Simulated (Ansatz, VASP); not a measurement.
**One calculation of H, two programs**

Contents of INCAR:

```
PREC = Accurate
ENCUT = 520
EDIFF = 1E-7
ISMEAR = -1
SIGMA = 0.05
LREAL = F
LASPH = T
NELM = 100
ALGO = Normal
ISIF = 2
LWAVE = F
LCHARG = F
GGA = PE
NBANDS = 8
```

KPOINTS

```
Automatic mesh
0
Gamma
  17 17 9
```

Contents of POSCAR:

```
H
1.0
    1.9322960429      0.0000000000      0.0000000000
   -0.9661480214      1.6734174608      0.0000000000
    0.0000000000      0.0000000000      1.9047121375
H
2
Direct
    0.3333333333      0.6666666667      0.2500000000
    0.6666666667      0.3333333333      0.7500000000
```

Input for Ansatz:

```yaml
crystal:
  lattice:
    - [1.9322960429, 0.0, 0.0]
    - [-0.9661480214, 1.6734174608, 0.0]
    - [0.0, 0.0, 1.9047121375]
  atoms:
    - { symbol: H, position: [0.3333333333, 0.6666666667, 0.25] }
    - { symbol: H, position: [0.6666666667, 0.3333333333, 0.75] }
kpoints:
  mp_grid: { grid: [17, 17, 9] }
  band_path:
    path:
      - [0.0, 0.0, 0.0]
      - [0.5, 0.0, 0.0]
      - [0.3333333333, 0.3333333333, 0.0]
      - [0.0, 0.0, 0.0]
      - [0.0, 0.0, 0.5]
      - [0.5, 0.0, 0.5]
      - [0.3333333333, 0.3333333333, 0.5]
      - [0.0, 0.0, 0.5]
      - [0.5, 0.0, 0.5]
    npoints: 8
scf:
  occupations: { method: fermi_dirac, width: 0.05 }
hamiltonian:
  xc: pbe
  pseudopotentials: { kind: all_electron, lapw: { basis_error: 0.0005 } }
output:
  forces: true
  stress: true
  eigenvalues: true
  populations: true
  dos: { projected: true, de: 0.2, e_range: [-14, 8] }
```

Alike in both runs: task single point; functional PBE; k mesh 17 × 17 × 9; occupations fermi-dirac, width 0.05 eV; no spin polarisation.

|  | VASP | Ansatz |
| --- | --- | --- |
| version | VASP 6.6.1 | Ansatz 0.2.0 |
| potentials or method | VASP PAW PBE potentials, release 64 (H), cutoff 520 eV | all-electron LAPW, scalar-relativistic |

Ansatz gave:

| Property | Result |
| --- | --- |
| pressure (GPa) | 0.0 |
| traceless stress, the component that is largest in VASP (GPa) | -0.12 |

Question: Estimate VASP's values.

Answer: Pressure (GPa): -0.4; traceless stress, the component that is largest in VASP (GPa): -0.10.

Ansatz ran all-electron here, and VASP with PAW potentials.

The k mesh is coarse, so the values compare programs but aren't converged.
